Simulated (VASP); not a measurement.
Input of a VASP 6.6.1 run:

File INCAR:

```
SYSTEM = Co2As3
PREC     = Accurate       ! precision mode
ENCUT    = 600            ! plane-wave cutoff, eV
EDIFF    = 1E-6           ! SCF threshold, eV
ISMEAR   = 0              ! smearing method
SIGMA    = 0.1            ! smearing width, eV
LREAL    = .False.        ! projectors in reciprocal space
LASPH    = .True.         ! aspherical terms in the spheres
NELM     = 100            ! most SCF steps
ALGO     = Normal         ! electronic algorithm
ISIF     = 3              ! what is computed and relaxed
LWAVE    = .False.        ! write WAVECAR
LCHARG   = .False.        ! write CHGCAR
GGA      = PE             ! functional
IBRION   = 2              ! ionic algorithm
NSW      = 100            ! ionic steps
EDIFFG   = -0.01          ! ionic threshold
```

KPOINTS

```
Automatic mesh
0
Gamma
  12 12 6
  0 0 0
```

File POSCAR:

```
Co2As3
1.0
    3.9114056818      0.0000000000      0.0000000000
   -1.9557028409      3.3873766849      0.0000000000
    0.0000000000      0.0000000000      6.0855118856
Co As
2 3
Direct
    0.3333333333      0.6666666667      0.2450000000
    0.6666666667      0.3333333333      0.7550000000
    0.0000000000      0.0000000000      0.0000000000
    0.3333333333      0.6666666667      0.6450000000
    0.6666666667      0.3333333333      0.3550000000
```

Potentials or basis: VASP PAW PBE potentials, release 64 (Co, As).

Command:

```bash
$ cat potpaw_PBE.64/Co/POTCAR potpaw_PBE.64/As/POTCAR > POTCAR
$ mpirun -np 1 vasp_std > vasp.out
```

Task: Predict the relaxed volume.

Result: 15.35 Å³/atom.

Task: What does it give for the relaxed cell?

Result: a = 3.882 Å, b = 3.882 Å, c = 5.883 Å, α = 90.00°, β = 90.00°, γ = 120.00°.

Task: What does it give for the space group after relaxing (to 0.05 Å)?

Result: P-3m1 (No. 164).

Step by step:
```
step  energy change (eV)  largest force (eV/Å)  pressure (GPa)  volume (Å³)
   1              0.0000                0.2506           -2.76        80.63
   2             -0.0177                0.4036            2.08        77.43
   3             -0.0222                0.3536            0.41        78.42
   4             -0.0342                0.2844            0.32        78.30
   5             -0.0538                0.1167           -0.02        77.91
   6             -0.0552                0.0639           -0.09        77.78
   7             -0.0651                0.0496           -0.14        77.50
   8             -0.0746                0.1610           -0.05        76.89
   9             -0.0786                0.0345            0.18        76.63
  10             -0.0787                0.0158            0.21        76.60
  11             -0.0779                0.0168           -0.70        77.12
  12             -0.0788                0.0096            0.05        76.74
  13             -0.0787                0.0080           -0.05        76.77
```

Spin polarisation is off, so any magnetic state and its effect on volume and gap are missing.
